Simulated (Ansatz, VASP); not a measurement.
# KF: VASP beside Ansatz

File INCAR:

```
SYSTEM = KF
ALGO     = Normal         ! electronic algorithm
EDIFF    = 1E-6           ! SCF threshold, eV
ENCUT    = 520            ! plane-wave cutoff, eV
GGA      = PE             ! functional
ISIF     = 2              ! what is computed and relaxed
ISMEAR   = 0              ! smearing method
LASPH    = .True.         ! aspherical terms in the spheres
LCHARG   = .False.        ! write CHGCAR
LREAL    = .False.        ! projectors in reciprocal space
LWAVE    = .False.        ! write WAVECAR
NBANDS   = 15             ! bands
NELM     = 80             ! most SCF steps
PREC     = Accurate       ! precision mode
SIGMA    = 0.05           ! smearing width, eV
```

Contents of KPOINTS:

```
k-points
0
Gamma
  8 8 8
  0 0 0
```

Contents of POSCAR:

```
KF
1.0
    0.0890491788      2.7984562426      2.7984562426
    2.7984562426      0.0890491788      2.7984562426
    2.7984562426      2.7984562426      0.0890491788
K F
1 1
Direct
    0.0000000000      0.0000000000      0.0000000000
    0.5000000000      0.5000000000      0.5000000000
```

Input for Ansatz:

```yaml
crystal:
  lattice:
    - [0.0890491788, 2.7984562426, 2.7984562426]
    - [2.7984562426, 0.0890491788, 2.7984562426]
    - [2.7984562426, 2.7984562426, 0.0890491788]
  atoms:
    - { symbol: K, position: [0.0, 0.0, 0.0] }
    - { symbol: F, position: [0.5, 0.5, 0.5] }
basis:
  ecutwfc: 520.0
kpoints:
  mp_grid: { grid: [8, 8, 8] }
hamiltonian:
  xc: pbe
scf:
  occupations: { method: gaussian, width: 0.05 }
output:
  forces: true
  stress: true
  eigenvalues: true
```

Alike in both runs: task single point; functional PBE; k mesh 8 × 8 × 8; occupations gaussian, width 0.05 eV; no spin polarisation.

|  | VASP | Ansatz |
| --- | --- | --- |
| version | VASP 6.6.1 | Ansatz 0.2.0 |
| potentials or method | VASP PAW PBE potentials, release 64 (K_sv, F), cutoff 520 eV | scalar-relativistic, plane waves, PAW |
| valence electrons in the cell | 16 | 16 |

|  | VASP | Ansatz | Ansatz less VASP |
| --- | --- | --- | --- |
| gap on the k mesh at the Fermi level (eV) | 5.69 | 5.70 | +0.014 |
| least direct gap on the mesh (eV) | 5.69 | 5.70 | +0.014 |
| pressure (GPa) | -1.3 | -1.2 | +0.02 |
| traceless stress, the component that is largest in VASP (GPa) | -0.48 | -0.49 | -0.003 |
